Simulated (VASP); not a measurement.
# Al2O3 (Pbcn) in VASP: single point with r2SCAN

Aim: the single point of Al2O3 with r2SCAN.

Program: VASP 6.6.1. These are calculated values, not measurements. Logs are shortened: lines on timing, memory, paths and dates and some standing lists are left out, and cuts for length are marked.

**1. The cell of the first run**

It takes space group Pbcn (No. 60, orthorhombic). Conventional cell: a = 7.090 Å, b = 4.847 Å, c = 4.985 Å, α = 90.00°, β = 90.00°, γ = 90.00°. Al (site symmetry 1) has 6 O at 1.86 to 2.02 Å within 2.5 Å. O (site symmetry 1) has 4 Al at 1.89 to 2.02 Å and 9 O at 2.52 to 2.78 Å within 2.8 Å. Within 2.7 Å of O (site symmetry 2) lie 4 Al at 1.86 to 1.97 Å and 8 O at 2.52 to 2.65 Å.

**2. Single point, r2SCAN**

POSCAR reads:

```
Al2O3
1.0
    7.0899410000      0.0000000000      0.0000000000
    0.0000000000      4.8469330000      0.0000000000
    0.0000000000      0.0000000000      4.9854040000
Al O
8 12
Direct
    0.3912555892      0.2519685080      0.0300261725
    0.6087444108      0.2519685080      0.4699738275
    0.1087444108      0.2480314920      0.5300261725
    0.8912555892      0.2480314920      0.9699738275
    0.6087444108      0.7480314920      0.9699738275
    0.3912555892      0.7480314920      0.5300261725
    0.8912555892      0.7519685080      0.4699738275
    0.1087444108      0.7519685080      0.0300261725
    0.6538835625      0.1069511841      0.1014615761
    0.3461164375      0.1069511841      0.3985384239
    0.8461164375      0.3930488159      0.6014615761
    0.1538835625      0.3930488159      0.8985384239
    0.3461164375      0.8930488159      0.8985384239
    0.6538835625      0.8930488159      0.6014615761
    0.1538835625      0.6069511841      0.3985384239
    0.8461164375      0.6069511841      0.1014615761
    0.0000000000      0.0489841667      0.2500000000
    0.5000000000      0.4510158333      0.7500000000
    0.0000000000      0.9510158333      0.7500000000
    0.5000000000      0.5489841667      0.2500000000
```

INCAR.step1 reads:

```
SYSTEM = Al2O3
PREC = Accurate
ENCUT = 520
ISMEAR = -1
SIGMA = 0.01
LREAL = Auto
LASPH = .TRUE.
NELM = 80
NBANDS = 64
GGA = PE
ALGO = Normal
EDIFF = 1E-4
LWAVE = .TRUE.
LCHARG = .FALSE.
```

INCAR.step2 reads:

```
SYSTEM = Al2O3
PREC = Accurate
ENCUT = 520
EDIFF = 1E-6
ISMEAR = -1
SIGMA = 0.01
LREAL = Auto
LASPH = .TRUE.
NELM = 80
ALGO = Normal
ISIF = 2
LWAVE = .FALSE.
LCHARG = .FALSE.
METAGGA = R2SCAN
LMIXTAU = .TRUE.
NBANDS = 64
ISTART = 1
```

KPOINTS reads:

```
regular mesh
0
G
  4 5 5
  0 0 0
```

Potentials or basis: VASP PAW PBE potentials, release 64 (Al, O).

Command:

```console
> cat potpaw_PBE.64/Al/POTCAR potpaw_PBE.64/O/POTCAR > POTCAR
> cp INCAR.step1 INCAR
> mpirun -np 1 vasp_std > vasp.out
> cp INCAR.step2 INCAR
> mpirun -np 1 vasp_std > vasp.out
```

OUTCAR:

```text
SYSTEM = Al2O3
   PREC = Accurate
   ENCUT = 520
   EDIFF = 1E-6
   ISMEAR = -1
   LREAL = Auto
   LASPH = .TRUE.
   NELM = 80
   ISIF = 2
   METAGGA = R2SCAN
   ISTART = 1

 ion  position               nearest neighbor table
   1  0.391  0.252  0.030-  18 1.86  13 1.89  12 1.93  20 1.97  10 1.99   9 2.02   2 2.68   5 2.87
                             5 2.90   8 3.14   8 3.14   2 3.19   3 3.20   3 3.20
   2  0.609  0.252  0.470-  18 1.86  14 1.89  11 1.93  20 1.97   9 1.99  10 2.02   1 2.68   6 2.87
                             6 2.90   7 3.14   7 3.14   1 3.19   4 3.20   4 3.20
   3  0.109  0.248  0.530-  17 1.86  15 1.89  10 1.93  19 1.97  12 1.99  11 2.02   4 2.68   7 2.87
                             7 2.90   6 3.14   6 3.14   4 3.19   1 3.20   1 3.20
   4  0.891  0.248  0.970-  17 1.86  16 1.89   9 1.93  19 1.97  11 1.99  12 2.02   3 2.68   8 2.87
                             8 2.90   5 3.14   5 3.14   3 3.19   2 3.20   2 3.20
   5  0.609  0.748  0.970-  20 1.86   9 1.89  16 1.93  18 1.97  14 1.99  13 2.02   6 2.68   1 2.87
                             1 2.90   4 3.14   4 3.14   6 3.19   7 3.20   7 3.20
   6  0.391  0.748  0.530-  20 1.86  10 1.89  15 1.93  18 1.97  13 1.99  14 2.02   5 2.68   2 2.87
                             2 2.90   3 3.14   3 3.14   5 3.19   8 3.20   8 3.20
   7  0.891  0.752  0.470-  19 1.86  11 1.89  14 1.93  17 1.97  16 1.99  15 2.02   8 2.68   3 2.87
                             3 2.90   2 3.14   2 3.14   8 3.19   5 3.20   5 3.20
   8  0.109  0.752  0.030-  19 1.86  12 1.89  13 1.93  17 1.97  15 1.99  16 2.02   7 2.68   4 2.87
                             4 2.90   1 3.14   1 3.14   7 3.19   6 3.20   6 3.20
   9  0.654  0.107  0.101-   5 1.89   4 1.93   2 1.99   1 2.02
  10  0.346  0.107  0.399-   6 1.89   3 1.93   1 1.99   2 2.02
  11  0.846  0.393  0.601-   7 1.89   2 1.93   4 1.99   3 2.02
  12  0.154  0.393  0.899-   8 1.89   1 1.93   3 1.99   4 2.02
  13  0.346  0.893  0.899-   1 1.89   8 1.93   6 1.99   5 2.02
  14  0.654  0.893  0.601-   2 1.89   7 1.93   5 1.99   6 2.02
  15  0.154  0.607  0.399-   3 1.89   6 1.93   8 1.99   7 2.02
  16  0.846  0.607  0.101-   4 1.89   5 1.93   7 1.99   8 2.02
  17  0.000  0.049  0.250-   3 1.86   4 1.86   7 1.97   8 1.97
  18  0.500  0.451  0.750-   1 1.86   2 1.86   5 1.97   6 1.97
  19  0.000  0.951  0.750-   7 1.86   8 1.86   3 1.97   4 1.97
  20  0.500  0.549  0.250-   5 1.86   6 1.86   1 1.97   2 1.97

  LATTYP: Found a simple orthorhombic cell.
 ALAT       =     4.8469330000
 B/A-ratio  =     1.0285687877
 C/A-ratio  =     1.4627685177

  Lattice vectors:

 A1 = (   0.0000000000,   4.8469330000,   0.0000000000)
 A2 = (   0.0000000000,   0.0000000000,   4.9854040000)
 A3 = (   7.0899410000,   0.0000000000,   0.0000000000)

Analysis of symmetry for initial positions (statically):
=====================================================================
 Subroutine PRICEL returns:
 Original cell was already a primitive cell.
[... 172 lines left out ...]
   NUPDOWN=      -1.0000    fix difference up-down
   EMIN   =  10.00;   EMAX   =-10.00  energy-range for DOS
   EFERMI =   0.00;   METHOD = LEGACY
   ISMEAR =    -1;   SIGMA  =   0.01  broadening in eV -4-tet -1-fermi 0-gaus
   EFERMI_NEDOS =   21; number of points for ismear=-14 and -15
   IALGO  =     38    algorithm
   IMIX   =      4    mixing-type and parameters
     AMIX     =   0.40;   BMIX     =  1.00
     AMIX_MAG =   1.60;   BMIX_MAG =  1.00
  volume/ion in A,a.u.               =       8.57        57.81
  Fermi-wavevector in a.u.,A,eV,Ry     =   1.349673  2.550512 24.784609  1.821617
  Thomas-Fermi vector in A             =   2.477241
   LORBIT       =      0    0 simple, 1 ext, 2 COOP (PROOUT), +10 PAW based schemes
   METAGGA = R2SCAN    functional components
   LHFCALC =     F    Hartree Fock is set to
   AEXX    =    0.0000 exact exchange contribution
   IVDW    =     0    specifies the selected vdW correction
   LEPSILON=     F    determine dielectric tensor
   LRPA    =     F    only Hartree local field effects (RPA)
 non-spin polarized calculation
  energy-cutoff  :      520.00
  volume of cell :      171.32
 maximum number of plane-waves:      4638
 NGX is ok and might be reduce to    54
   NGX = 27   NGY = 19   NGZ = 19

 number of electron      96.0000014 magnetization

 Free energy of the ion-electron system (eV)
  ---------------------------------------------------
  ext. energy  EPLUGINS =         0.00000000
  ---------------------------------------------------
  free energy    TOTEN  =      -190.39288206 eV

  energy without entropy =     -190.39288206  energy(sigma->0) =     -190.39288206

 E-fermi :   6.2140     XC(G=0): -12.2481

 val. band max:        5.9319337280   @ k =   0.0000   0.0000   0.0000
 cond. band min:      12.1529164116   @ k =   0.0000   0.0000   0.0000
 fundamental gap:      6.2209826836
 Fermi energy:         6.2140409188

 k-point     1 :       0.0000    0.0000    0.0000
  band No.  band energies     occupation
      1     -14.2244      2.00000
      2     -13.1512      2.00000
      3     -12.3932      2.00000
      4     -12.1791      2.00000
      5     -12.1232      2.00000
      6     -11.9138      2.00000
[... 1501 lines left out ...]
     59      17.4200      0.00000
     60      17.4200      0.00000

 [... further k-points ...]

 [bands above 60 left out]

------------------------ aborting loop because EDIFF is reached ----------------------------------------

  FORCE on cell =-STRESS in cart. coord.  units (eV):
  Direction    XX          YY          ZZ          XY          YZ          ZX
  --------------------------------------------------------------------------------------
  -------------------------------------------------------------------------------------
  Total       -8.4039264     -8.4571658     -7.9610859      0.0000000      0.0000000      0.0000000
  in kB      -78.5928120    -79.0907023    -74.4514051      0.0000000      0.0000000      0.0000000
  external PRESSURE =     -77.3783065 kB  Pullay stress =       0.0000000 kB

 VOLUME and BASIS-vectors are now :
 -----------------------------------------------------------------------------
  energy-cutoff  :      520.00
  volume of cell :      171.32
      direct lattice vectors                 reciprocal lattice vectors
     7.089941000  0.000000000  0.000000000     0.141044897  0.000000000  0.000000000
     0.000000000  4.846933000  0.000000000     0.000000000  0.206316035  0.000000000
     0.000000000  0.000000000  4.985404000     0.000000000  0.000000000  0.200585549

 POSITION                                       TOTAL-FORCE (eV/Angst)
 -----------------------------------------------------------------------------------
      2.77398      1.22127      0.14969         0.001529      0.008003      0.013557
      4.31596      1.22127      2.34301        -0.001529      0.008003     -0.013557
      0.77099      1.20219      2.64239        -0.001529     -0.008003      0.013557
      6.31895      1.20219      4.83571         0.001529     -0.008003     -0.013557
      4.31596      3.62566      4.83571        -0.001529     -0.008003     -0.013557
      2.77398      3.62566      2.64239         0.001529     -0.008003      0.013557
[... 12 lines left out ...]
      0.00000      4.60951      3.73905         0.000000      0.013461     -0.000000
      3.54497      2.66089      1.24635         0.000000     -0.013461     -0.000000
 -----------------------------------------------------------------------------------
    total drift:                                0.000000      0.000000      0.000000

  FREE ENERGIE OF THE ION-ELECTRON SYSTEM (eV)
  ---------------------------------------------------
  free  energy   TOTEN  =      -190.3928820560 eV

  energy  without entropy=     -190.3928820560  energy(sigma->0) =     -190.39288206
```

OUTCAR.step1:

```text
SYSTEM = Al2O3
   PREC = Accurate
   ENCUT = 520
   ISMEAR = -1
   LREAL = Auto
   LASPH = .TRUE.
[... 1806 lines left out ...]
      2.77398      3.62566      2.64239        -0.086323      0.003176      0.030351
[... 12 lines left out ...]
      0.00000      4.60951      3.73905         0.000000      0.001367      0.000000
      3.54497      2.66089      1.24635         0.000000     -0.001367      0.000000
 -----------------------------------------------------------------------------------
    total drift:                                0.000000      0.000000      0.000000

  FREE ENERGIE OF THE ION-ELECTRON SYSTEM (eV)
  ---------------------------------------------------
  free  energy   TOTEN  =      -147.7592193325 eV

  energy  without entropy=     -147.7592193325  energy(sigma->0) =     -147.75921933
```

Wall time 16 min (1 thread of Intel Xeon Platinum 8488C (Sapphire Rapids), shared host); peak memory 0.39 GiB.

Results:

| Quantity | Value |
| --- | --- |
| Free energy | -190.3929 eV |
| Pressure | -7.7 GPa |
| Largest force | 0.016 eV/Å |
| Band gap on the k mesh | 6.22 eV |

Forces in eV/Å, atoms in the order of the input:
```
Al   0.002  0.008  0.014
Al  -0.002  0.008 -0.014
Al  -0.002 -0.008  0.014
Al   0.002 -0.008 -0.014
Al  -0.002 -0.008 -0.014
Al   0.002 -0.008  0.014
Al   0.002  0.008 -0.014
Al  -0.002  0.008  0.014
O   -0.008  0.004  0.007
O    0.008  0.004 -0.007
O    0.008 -0.004  0.007
O   -0.008 -0.004 -0.007
O    0.008 -0.004 -0.007
O   -0.008 -0.004  0.007
O   -0.008  0.004 -0.007
O    0.008  0.004  0.007
O    0.000 -0.013  0.000
O    0.000  0.013  0.000
O    0.000  0.013  0.000
O    0.000 -0.013  0.000
```

Levels at points of the mesh, in eV from the valence-band top:
```
           k point  band 44  band 45  band 46  band 47  band 48  band 49  band 50  band 51  band 52  band 53
(0.00, 0.00, 0.00)    -0.55    -0.55    -0.17    -0.16     0.00     6.22     9.21     9.49     9.90    10.59
(0.50, 0.00, 0.00)    -0.61    -0.31    -0.31    -0.14    -0.14     7.73     7.73    10.34    10.34    10.72
```

Caveat: the cell stands under tension; the PAW data sets were made with another functional, which shifts forces and pressure a little.
